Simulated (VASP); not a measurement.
Input of a VASP 6.6.1 run:

INCAR

```
SYSTEM = MgZn5O6
ALGO = Normal
EDIFF = 1E-6
ENCUT = 520
GGA = PE
ISIF = 2
ISMEAR = 0
LASPH = .TRUE.
LCHARG = .FALSE.
LREAL = .FALSE.
LWAVE = .FALSE.
NBANDS = 61
NELM = 100
PREC = Accurate
SIGMA = 0.1
```

The input KPOINTS:

```
k-points
0
G
  4 4 1
  0 0 0
```

The input POSCAR:

```
MgZn5O6
1.0
    3.2785329048     -0.0011604670     -0.0000107074
   -0.0011408585      3.2779430488      0.0000300953
   -0.0004311743      0.0004973125     13.7208431865
Mg Zn O
1 5 6
Direct
   -0.0000173361      0.0000058029      0.4999974085
    1.0000078576      0.0000153083      0.8328896457
    0.5000115601      0.4999892064     -0.0000059404
    0.0000191901      0.0000159095      0.1670962568
    0.5000040832      0.5000081799      0.3342947180
    0.4999928451      0.5000091199      0.6656930262
    0.5000028323     -0.0000148530      0.0835765587
   -0.0000152160      0.4999918961      0.2506626448
    0.4999830645     -0.0000116454      0.4184374568
    0.0000030810      0.4999917375      0.5815755648
    0.5000060262     -0.0000034079      0.7493487712
    0.0000020120      0.5000027460      0.9164338889
```

Potentials or basis: VASP PAW PBE potentials, release 64 (Mg, Zn, O).

Run with:

```sh
$ cat potpaw_PBE.64/Mg/POTCAR potpaw_PBE.64/Zn/POTCAR potpaw_PBE.64/O/POTCAR > POTCAR
$ mpirun -np 1 vasp_std > vasp.out
```

Predict the largest force.

0.076 eV/Å.

Estimate the pressure.

0.6 GPa.

Stress tensor (GPa, compression positive):
```
0.59 0.01 0.00
0.01 0.62 0.00
0.00 0.00 0.70
```

Caveat: the k points lie up to 0.48 Å⁻¹ apart.
